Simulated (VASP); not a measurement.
Set up this calculation in VASP 6.6.1, as the native input.

| Item | Value |
| --- | --- |
| Task | single point |
| Functional | PBE |
| Potentials or basis | VASP PAW PBE potentials, release 64 (Mo_sv, C) |
| Cutoff | 520 eV |
| k mesh | 5 × 5 × 1 |
| Occupations | gaussian, width 0.1 eV |
| Spin | no spin polarisation |
| Dipole correction | yes |
| Further INCAR settings | ALGO = Normal; EDIFF = 1e-07; NBANDS = 98 |

The structure of Mo12C lies in POSCAR:

```
Mo12C
1.0
    5.4740909337      0.0000000000      0.0000000000
   -1.8246969779      5.1610224267      0.0000000000
    0.0000000000      0.0000000000     19.8082441241
Mo C
12 1
Direct
    0.2500000000      0.2500000000      0.2019361219
    0.2500000000      0.7500000000      0.2019361219
    0.7500000000      0.2500000000      0.2019361219
    0.7500000000      0.7500000000      0.2019361219
    0.0000000000      0.0000000000      0.3106875864
    0.0000000000      0.5000000000      0.3106875864
    0.5000000000      0.0000000000      0.3106875864
    0.5000000000      0.5000000000      0.3106875864
    0.2500000000      0.2500000000      0.4194336495
    0.2500000000      0.7500000000      0.4194336495
    0.7500000000      0.2500000000      0.4194336495
    0.7500000000      0.7500000000      0.4194336495
    0.5000000000      0.5000000000      0.4780908890
```

The input as run:

INCAR

```
PREC = Accurate ; ENCUT = 520
EDIFF = 1E-7 ; ISMEAR = 0
SIGMA = 0.1 ; LREAL = False
LASPH = True ; NELM = 80
ALGO = Normal ; ISIF = 2
LWAVE = False ; LCHARG = False
LDIPOL = True ; IDIPOL = 3
DIPOL = 0.5 0.5 0.324 ; GGA = PE
NBANDS = 98
```

KPOINTS

```
Automatic mesh
0
Gamma
  5 5 1
```

Potentials or basis: VASP PAW PBE potentials, release 64 (Mo_sv, C).

Command:

```bash
$ cat potpaw_PBE.64/Mo_sv/POTCAR potpaw_PBE.64/C/POTCAR > POTCAR
$ mpirun -np 1 vasp_std > vasp.out
```

It gave:

The largest force is 1.153 eV/Å. The band gap on the k mesh is zero (bands 86 and 87 overlap by 1.43 eV).

Wall time 20 min on 1 thread of Intel(R) Xeon(R) Platinum 8488C (Sapphire Rapids) (shared host), peak memory 0.74 GiB.
